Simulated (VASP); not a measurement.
Wanted: the native input for a VASP 6.6.1 run.

```
Task                   : single point
Functional             : r2SCAN
Potentials or basis    : VASP PAW PBE potentials, release 64 (Sb)
Cutoff                 : 520 eV
k mesh                 : 9 × 9 × 5
Occupations            : fermi-dirac, width 0.05 eV
Spin                   : no spin polarisation
Dipole correction      : no
Further INCAR settings : ALGO = Normal; EDIFF = 1e-06; NBANDS = 12
```

Sb:

```
CELL_PARAMETERS angstrom
3.42032 0.00000 0.00000
-1.71016 2.96209 0.00000
0.00000 0.00000 5.57745
ATOMIC_POSITIONS crystal
Sb 0.66667 0.33333 0.75000
Sb 0.33333 0.66667 0.25000
```

This isn't the form of Sb at room conditions, which is rhombohedral.

One way to write it, as run:

POSCAR

```
Sb
1.0
    3.4203242672      0.0000000000      0.0000000000
   -1.7101621336      2.9620877046      0.0000000000
    0.0000000000      0.0000000000      5.5774459394
Sb
2
Direct
    0.6666666667      0.3333333333      0.7500000000
    0.3333333333      0.6666666667      0.2500000000
```

INCAR.step1

```
  PREC = Accurate
  ENCUT = 520
  ISMEAR = -1
  SIGMA = 0.05
  LREAL = F
  LASPH = T
  NELM = 100
  NBANDS = 12
  GGA = PE
  ALGO = Normal
  EDIFF = 1E-4
  LWAVE = T
  LCHARG = F
```

INCAR.step2

```
  PREC = Accurate
  ENCUT = 520
  EDIFF = 1E-6
  ISMEAR = -1
  SIGMA = 0.05
  LREAL = F
  LASPH = T
  NELM = 100
  ALGO = Normal
  ISIF = 2
  LWAVE = F
  LCHARG = F
  METAGGA = R2SCAN
  LMIXTAU = T
  NBANDS = 12
  ISTART = 1
```

KPOINTS

```
regular mesh
0
Gamma
  9 9 5
```

Potentials or basis: VASP PAW PBE potentials, release 64 (Sb).

Launch:

```bash
$ cat potpaw_PBE.64/Sb/POTCAR > POTCAR
$ cp INCAR.step1 INCAR
$ mpirun -np 1 vasp_std > vasp.out
$ cp INCAR.step2 INCAR
$ mpirun -np 1 vasp_std > vasp.out
```

Results of the run:

| Property | Result |
| --- | --- |
| Pressure | -2.7 GPa |
| Band gap on the k mesh | zero (bands 5 and 6 overlap by 6.76 eV) |

Caveat: the PAW data sets were made with another functional, which shifts forces and pressure a little; spin-orbit coupling is left out, which moves the levels of the heavy elements.

Wall time 41 s on 1 thread of Intel(R) Xeon(R) 6975P-C (Granite Rapids) (shared host), peak memory 0.18 GiB.
